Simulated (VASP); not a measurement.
Write the native input for VASP 6.6.1 that does the following.

```yaml
Task: single point
Functional: PBE
Potentials_or_basis: VASP PAW PBE potentials, release 64 (Zr_sv, O)
Cutoff: 600 eV
k_mesh: 4 × 4 × 4
Occupations: gaussian, width 0.01 eV
Spin: no spin polarisation
Dipole_correction: no
Further_INCAR_settings: ALGO = Normal; EDIFF = 1e-06; NBANDS = 19
```

The structure of ZrO2 lies in POSCAR:

```
ZrO2
1.0
    0.0000000000      2.5447135873      2.5447135873
    2.5447135873      0.0000000000      2.5447135873
    2.5447135873      2.5447135873      0.0000000000
Zr O
1 2
Direct
    0.0000000000      0.0000000000      0.0000000000
    0.2500000000      0.2500000000      0.2500000000
    0.7500000000      0.7500000000      0.7500000000
```

These files were run (other wordings do the same):

INCAR

```
PREC = Accurate
ENCUT = 600
EDIFF = 1E-6
ISMEAR = 0
SIGMA = 0.01
LREAL = False
LASPH = True
NELM = 120
ALGO = Normal
ISIF = 2
LWAVE = False
LCHARG = False
GGA = PE
NBANDS = 19
GGA_COMPAT = False
```

KPOINTS

```
Automatic mesh
0
Gamma
  4 4 4
```

Potentials or basis: VASP PAW PBE potentials, release 64 (Zr_sv, O).

Launch:

```bash
$ cat potpaw_PBE.64/Zr_sv/POTCAR potpaw_PBE.64/O/POTCAR > POTCAR
$ mpirun -np 1 vasp_std > vasp.out
```

It gave:

The pressure is 3.9 GPa. The band gap on the k mesh is 3.35 eV (least direct gap 3.80 eV).

Caveat: the k points lie up to 0.53 Å⁻¹ apart.

Run time: 15 s on 1 thread of AMD EPYC 9R14 (Zen 4), on a shared host, peak memory 0.13 GiB.
